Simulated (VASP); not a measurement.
# TiTl2H4 (I4/mmm) in VASP: relaxation of cell and atoms with PBE

Aim: the relaxation of cell and atoms of TiTl2H4 with PBE.

All numbers are computed with VASP 6.6.1; they aren't measurements. Logs are shortened: lines on timing, memory, paths and dates and some standing lists are left out, and cuts for length are marked.

### Step 1. The cell of the first run

The structure is tetragonal, space group I4/mmm (No. 139). The conventional cell has a = 6.150 Å, b = 6.150 Å, c = 5.025 Å, α = 90.00°, β = 90.00°, γ = 90.00°. Within 3.5 Å of Ti (site symmetry 4/mmm) lie 12 H at 2.64 to 3.04 Å and 8 Tl at 3.32 Å. Within 3.4 Å of Tl (site symmetry -4m2) lie 2 Tl at 2.51 Å and 8 H at 2.55 Å and 4 Ti at 3.32 Å. H (site symmetry m2m) has 4 H at 2.42 to 2.68 Å and 4 Tl at 2.55 Å and 3 Ti at 2.64 to 3.04 Å within 3.2 Å.

### Step 2. Relaxation of cell and atoms, PBE

File INCAR:

```
  PREC = Accurate
  ENCUT = 1230
  EDIFF = 1E-7
  ISMEAR = 0
  SIGMA = 0.1
  LREAL = False
  LASPH = True
  NELM = 120
  ALGO = Normal
  ISIF = 3
  LWAVE = False
  LCHARG = False
  GGA = PE
  IBRION = 2
  NSW = 90
  EDIFFG = -0.04
  GGA_COMPAT = False
  NELMIN = 4
```

File KPOINTS:

```
Automatic mesh
0
Gamma
  4 4 4
```

File POSCAR:

```
TiTl2H4
1.0
   -3.0750532050      3.0750532050      2.5124540787
    3.0750532050     -3.0750532050      2.5124540787
    3.0750532050      3.0750532050     -2.5124540787
Ti Tl H
1 2 4
Direct
    0.0000000000      0.0000000000      0.0000000000
    0.7500000000      0.2500000000      0.5000000000
    0.2500000000      0.7500000000      0.5000000000
    0.3030000000      0.3030000000      0.6060000000
    0.3030000000      0.6970000000      0.0000000000
    0.6970000000      0.6970000000      0.3940000000
    0.6970000000      0.3030000000      0.0000000000
```

Potentials or basis: VASP PAW PBE potentials, release 64 (Ti_sv, Tl_d, H_h).

Command:

```bash
$ cat potpaw_PBE.64/Ti_sv/POTCAR potpaw_PBE.64/Tl_d/POTCAR potpaw_PBE.64/H_h/POTCAR > POTCAR
$ mpirun -np 1 vasp_std > vasp.out
```

OUTCAR:

```text
PREC = Accurate
   ENCUT = 1230
   EDIFF = 1E-7
   ISMEAR = 0
   LREAL = False
   LASPH = True
   NELM = 120
   ISIF = 3
   GGA = PE
   IBRION = 2
   NSW = 90
   EDIFFG = -0.04
   NELMIN = 4

 ion  position               nearest neighbor table
   1  0.000  0.000  0.000-   2 3.32   3 3.32   2 3.32   3 3.32   2 3.32   3 3.32   2 3.32   3 3.32

   2  0.750  0.250  0.500-   3 2.51   3 2.51   1 3.32   1 3.32   1 3.32   1 3.32
   3  0.250  0.750  0.500-   2 2.51   2 2.51   1 3.32   1 3.32   1 3.32   1 3.32
   4  0.303  0.303  0.606-
   5  0.303  0.697  0.000-
   6  0.697  0.697  0.394-
   7  0.697  0.303  0.000-

  LATTYP: Found a body centered tetragonal cell.
 ALAT       =     6.1501064100
 C/A-ratio  =     0.8170441001

  Lattice vectors:

 A1 = (  -3.0750532050,   3.0750532050,   2.5124540787)
 A2 = (   3.0750532050,  -3.0750532050,   2.5124540787)
 A3 = (   3.0750532050,   3.0750532050,  -2.5124540787)

Analysis of symmetry for initial positions (statically):
=====================================================================
 Subroutine PRICEL returns:
 Original cell was already a primitive cell.

 Routine SETGRP: Setting up the symmetry group for a
 body centered tetragonal supercell.

 Subroutine GETGRP returns: Found 16 space group operations
 (whereof 16 operations were pure point group operations)
 out of a pool of 16 trial point group operations.

The static configuration has the point symmetry D_4h.

Analysis of symmetry for dynamics (positions and initial velocities):
=====================================================================
 Subroutine PRICEL returns:
 Original cell was already a primitive cell.

 Routine SETGRP: Setting up the symmetry group for a
 body centered tetragonal supercell.

 Subroutine GETGRP returns: Found 16 space group operations
 (whereof 16 operations were pure point group operations)
 out of a pool of 16 trial point group operations.

The dynamic configuration has the point symmetry D_4h.

 Subroutine INISYM returns: Found 16 space group operations
 (whereof 16 operations are pure point group operations),
 and found     1 'primitive' translations

----------------------------------------------------------------------------------------

                                     Primitive cell

  volume of cell :      95.0306

  direct lattice vectors                    reciprocal lattice vectors
    -3.075053205  3.075053205  2.512454079     0.000000000  0.162598813  0.199008612
     3.075053205 -3.075053205  2.512454079     0.162598813  0.000000000  0.199008612
     3.075053205  3.075053205 -2.512454079     0.162598813  0.162598813  0.000000000

  length of vectors
     5.022382893  5.022382893  5.022382893     0.256987941  0.256987941  0.229949446

  position of ions in fractional coordinates (direct lattice)
     0.000000000  0.000000000  0.000000000
     0.750000000  0.250000000  0.500000000
     0.250000000  0.750000000  0.500000000
     0.303000000  0.303000000  0.606000000
     0.303000000  0.697000000  0.000000000
     0.697000000  0.697000000  0.394000000
     0.697000000  0.303000000  0.000000000

  ion indices of the primitive-cell ions
   primitive index   ion index
                 1           1
                 2           2
                 3           3
                 4           4
                 5           5
                 6           6
                 7           7

----------------------------------------------------------------------------------------

 KPOINTS: Automatic mesh

Automatic generation of k-mesh.
 Grid dimensions read from file:
 generate k-points for:    4    4    4

 Generating k-lattice:

  Cartesian coordinates                     Fractional coordinates (reciprocal lattice)
     0.000000000  0.040649703  0.049752153     0.250000000  0.000000000  0.000000000
     0.040649703  0.000000000  0.049752153     0.000000000  0.250000000  0.000000000
     0.040649703  0.040649703  0.000000000     0.000000000  0.000000000  0.250000000

  Length of vectors
     0.064246985  0.064246985  0.057487362

  Shift w.r.t. Gamma in fractional coordinates (k-lattice)
     0.000000000  0.000000000  0.000000000

 Subroutine IBZKPT returns following result:
 ===========================================

 Found     13 irreducible k-points:

 Following reciprocal coordinates:
            Coordinates               Weight
  0.000000  0.000000  0.000000      1.000000
  0.250000 -0.000000  0.000000      8.000000
  0.500000 -0.000000  0.000000      4.000000
  0.250000  0.250000  0.000000      8.000000
  0.500000  0.250000  0.000000     16.000000
 -0.250000  0.250000  0.000000      4.000000
  0.500000  0.500000  0.000000      2.000000
  0.250000  0.250000  0.250000      2.000000
 -0.250000  0.250000  0.250000      4.000000
  0.500000  0.500000  0.250000      4.000000
 -0.250000  0.500000  0.250000      8.000000
 -0.250000 -0.250000  0.250000      2.000000
  0.500000  0.500000  0.500000      1.000000
   k-points           NKPTS =     13   k-points in BZ     NKDIM =     13   number of bands    NBANDS=     25
   number of dos      NEDOS =    301   number of ions     NIONS =      7
   total plane-waves  NPLWV = 216000
   dimension x,y,z NGX =    60 NGY =   60 NGZ =   60
   dimension x,y,z NGXF=   120 NGYF=  120 NGZF=  120
   ions per type =               1   2   4
   NGX,Y,Z   is equivalent  to a cutoff of  19.86, 19.86, 19.86 a.u.
   NGXF,Y,Z  is equivalent  to a cutoff of  39.72, 39.72, 39.72 a.u.
 SYSTEM =  unknown system
   PREC   = accura    normal or accurate (medium, high low for compatibility)
   ISTART =      0    job   : 0-new  1-cont  2-samecut
   ICHARG =      2    charge: 1-file 2-atom 10-const
   ISPIN  =      1    spin polarized calculation?
   LNONCOLLINEAR =      F non collinear calculations
   LSORBIT =      F    spin-orbit coupling
   LASPH  =      T    aspherical Exc in radial PAW
   ENCUT  = 1230.0 eV  90.40 Ry    9.51 a.u.  14.36 14.36 14.36*2*pi/ulx,y,z
   NELM   =    120;   NELMIN=  4; NELMDL= -5     # of ELM steps
   EDIFF  = 0.1E-06   stopping-criterion for ELM
   LREAL  =      F    real-space projection
   EDIFFG = -.4E-01   stopping-criterion for IOM
   NSW    =     90    number of steps for IOM
   IBRION =      2    ionic relax: 0-MD 1-quasi-New 2-CG
   NFREE  =      1    steps in history (QN), initial steepest desc. (CG)
   ISIF   =      3    stress and relaxation
   ISYM   =      2    0-nonsym 1-usesym 2-fastsym
   POTIM  = 0.5000    time-step for ionic-motion
   TEBEG  =    0.0;   TEEND  =   0.0 temperature during run
   PSTRESS=    0.0 pullay stress
   NELECT =      42.0000    total number of electrons
   NUPDOWN=      -1.0000    fix difference up-down
   EMIN   =  10.00;   EMAX   =-10.00  energy-range for DOS
   EFERMI =   0.00;   METHOD = LEGACY
   ISMEAR =     0;   SIGMA  =   0.10  broadening in eV -4-tet -1-fermi 0-gaus
   EFERMI_NEDOS =   21; number of points for ismear=-14 and -15
   IALGO  =     38    algorithm
   IMIX   =      4    mixing-type and parameters
     AMIX     =   0.40;   BMIX     =  1.00
     AMIX_MAG =   1.60;   BMIX_MAG =  1.00
  volume/ion in A,a.u.               =      13.58        91.61
  Fermi-wavevector in a.u.,A,eV,Ry     =   1.247011  2.356508 21.157540  1.555035
  Thomas-Fermi vector in A             =   2.381162
   LORBIT       =      0    0 simple, 1 ext, 2 COOP (PROOUT), +10 PAW based schemes
   GGA     = PE    functional components
   LHFCALC =     F    Hartree Fock is set to
   AEXX    =    0.0000 exact exchange contribution
   IVDW    =     0    specifies the selected vdW correction
   LEPSILON=     F    determine dielectric tensor
   LRPA    =     F    only Hartree local field effects (RPA)
 conjugate gradient relaxation of ions
 non-spin polarized calculation
 Gauss-broadening in eV      SIGMA  =   0.10
  energy-cutoff  :     1230.00
  volume of cell :       95.03
 maximum number of plane-waves:      9343
 NGX is ok and might be reduce to    60
   NGX = 29   NGY = 29   NGZ = 29

--------------------------------------- Ionic step        1  -------------------------------------------

 number of electron      42.0000000 magnetization

 Free energy of the ion-electron system (eV)
  ---------------------------------------------------
  ext. energy  EPLUGINS =         0.00000000
  ---------------------------------------------------
  free energy    TOTEN  =       -17.56793320 eV

  energy without entropy =      -17.52143081  energy(sigma->0) =      -17.54468200

------------------------ aborting loop because EDIFF is reached ----------------------------------------

  FORCE on cell =-STRESS in cart. coord.  units (eV):
  Direction    XX          YY          ZZ          XY          YZ          ZX
  --------------------------------------------------------------------------------------
  -------------------------------------------------------------------------------------
  Total       -3.5395947     -3.5395947     17.9941679      0.0000000     -0.0000000      0.0000000
  in kB      -59.6761398    -59.6761398    303.3744198      0.0000000     -0.0000000      0.0000000
  external PRESSURE =      61.3407134 kB  Pullay stress =       0.0000000 kB
[... 104 lines left out ...]
  FREE ENERGIE OF THE ION-ELECTRON SYSTEM (eV)
  ---------------------------------------------------
  free  energy   TOTEN  =       -20.3771148947 eV

  energy  without entropy=      -20.3383595581  energy(sigma->0) =      -20.35773723

 E-fermi :   3.3622     XC(G=0):  -9.1353

 val. band max:        3.2815967984   @ k =   0.5000   0.5000   0.0000
 cond. band min:       3.3674242509   @ k =   0.5000  -0.0000   0.0000
 fundamental gap:      0.0858274525
 Fermi energy:         3.3621617735

 k-point     1 :       0.0000    0.0000    0.0000
  band No.  band energies     occupation
      1     -54.4286      2.00000
      2     -30.7586      2.00000
      3     -30.6041      2.00000
      4     -30.6041      2.00000
      5      -7.7761      2.00000
      6      -7.7071      2.00000
[... 353 lines left out ...]
     24       4.5131      0.00000
     25       5.5842      0.00000

 E-fermi :   5.2005     XC(G=0): -10.0833

 val. band max:        5.1838269072   @ k =   0.2500   0.2500   0.2500
 cond. band min:       5.2219205448   @ k =   0.5000   0.2500   0.0000
 fundamental gap:      0.0380936376
 Fermi energy:         5.2004681124

 k-point     1 :       0.0000    0.0000    0.0000
  band No.  band energies     occupation
      1     -51.8930      2.00000
      2     -28.3172      2.00000
      3     -28.0957      2.00000
      4     -28.0957      2.00000
      5      -6.2712      2.00000
      6      -6.1358      2.00000
[... 353 lines left out ...]
     24       7.2457      0.00000
     25       8.8575      0.00000

[... ionic steps 4 to 9 ...]

--------------------------------------- Ionic step       10  -------------------------------------------

 number of electron      42.0000000 magnetization

------------------------ aborting loop because EDIFF is reached ----------------------------------------
[... 77 lines left out ...]
--------------------------------------- Ionic step       12  -------------------------------------------

 number of electron      42.0000002 magnetization

 Free energy of the ion-electron system (eV)
  ---------------------------------------------------
  ext. energy  EPLUGINS =         0.00000000
  ---------------------------------------------------
  free energy    TOTEN  =       -23.15564442 eV

  energy without entropy =      -23.13011262  energy(sigma->0) =      -23.14287852

 E-fermi :   4.5978     XC(G=0):  -9.7023

 val. band max:        4.5129284053   @ k =  -0.2500   0.2500   0.2500
 cond. band min:       4.6226525613   @ k =   0.5000   0.2500   0.0000
 fundamental gap:      0.1097241559
 Fermi energy:         4.5978447177

 k-point     1 :       0.0000    0.0000    0.0000
  band No.  band energies     occupation
      1     -52.5717      2.00000
      2     -28.9996      2.00000
      3     -28.7648      2.00000
      4     -28.7648      2.00000
      5      -6.7479      2.00000
      6      -6.6727      2.00000
[... 387 lines left out ...]
  FREE ENERGIE OF THE ION-ELECTRON SYSTEM (eV)
  ---------------------------------------------------
  free  energy   TOTEN  =       -23.1556444212 eV

  energy  without entropy=      -23.1301126242  energy(sigma->0) =      -23.14287852

 reached required accuracy - stopping structural energy minimisation
```

Wall time 33 min (1 thread of Intel Xeon Platinum 8259CL at 2.50GHz (Skylake/Cascade Lake), shared host); peak memory 0.65 GiB.

What came out:

```
Free energy                           : -23.1556 eV
Relaxed volume                        : 14.30 Å³/atom
Relaxed cell                          : a = 5.206 Å, b = 5.206 Å, c = 5.206 Å, α = 119.77°, β = 119.77°, γ = 90.40°
Space group after relaxing (to 0.1 Å) : I4/mmm (No. 139)
Energy gained by relaxing             : 798.2 meV/atom
Ionic steps                           : 12
Pressure after relaxing               : 0.1 GPa
Largest force after relaxing          : 0.032 eV/Å
Band gap on the k mesh                : zero (bands 21 and 22 overlap by 1.52 eV)
```

Forces on the atoms (eV/Å):
```
Ti   0.000  0.000  0.000
Tl   0.000  0.000  0.000
Tl   0.000  0.000  0.000
H    0.022  0.022  0.000
H   -0.022  0.022  0.000
H   -0.022 -0.022  0.000
H    0.022 -0.022  0.000
```

The path:
| step | energy change (eV) | largest force (eV/Å) | pressure (GPa) | volume (Å³) |
| --- | --- | --- | --- | --- |
| 1 | 0.0000 | 0.4869 | 6.13 | 95.03 |
| 2 | -1.6947 | 1.0298 | -1.99 | 101.67 |
| 3 | -2.8092 | 1.3699 | -6.33 | 108.20 |
| 4 | -3.8911 | 1.4403 | -8.19 | 117.41 |
| 5 | -5.3117 | 0.5547 | -2.06 | 99.52 |
| 6 | -5.3297 | 0.3155 | -0.64 | 97.50 |
| 7 | -5.3302 | 0.3663 | -0.94 | 97.90 |
| 8 | -5.4176 | 0.2959 | -0.28 | 96.71 |
| 9 | -5.5281 | 0.0950 | 2.01 | 93.09 |
| 10 | -5.5756 | 0.1667 | -0.05 | 98.16 |
| 11 | -5.5774 | 0.1848 | -0.47 | 99.37 |
| 12 | -5.5877 | 0.0318 | 0.09 | 100.12 |

Final structure:
```
CELL_PARAMETERS angstrom
-2.61210 2.61210 3.66834
2.61210 -2.61210 3.66834
2.61210 2.61210 -3.66834
ATOMIC_POSITIONS crystal
Ti 0.00000 0.00000 0.00000
Tl 0.75000 0.25000 0.50000
Tl 0.25000 0.75000 0.50000
H 0.24776 0.24776 0.49551
H 0.24776 0.75224 0.00000
H 0.75224 0.75224 0.50449
H 0.75224 0.24776 0.00000
```

Levels at points of the mesh, in eV from the Fermi level:
```csv
k point,band 19,band 20,band 21,band 22,band 23,band 24
"(0.00, 0.00, 0.00)",-1.74,-1.02,-0.98,-0.98,-0.79,2.77
"(0.50, 0.00, 0.00)",-2.13,-1.55,-0.38,0.07,0.53,1.23
"(0.50, 0.50, 0.00)",-3.38,-0.92,-0.23,0.51,0.58,1.21
"(0.50, 0.50, 0.50)",-3.93,-2.84,0.54,0.54,0.64,1.83
```

Caveat: the k points lie up to 0.37 Å⁻¹ apart in the final cell, too coarse for converged energies and pressures of a metal; spin-orbit coupling is left out, which moves the levels of the heavy elements.

The gap in the log of VASP goes by the Fermi energy; the results here count the filled bands.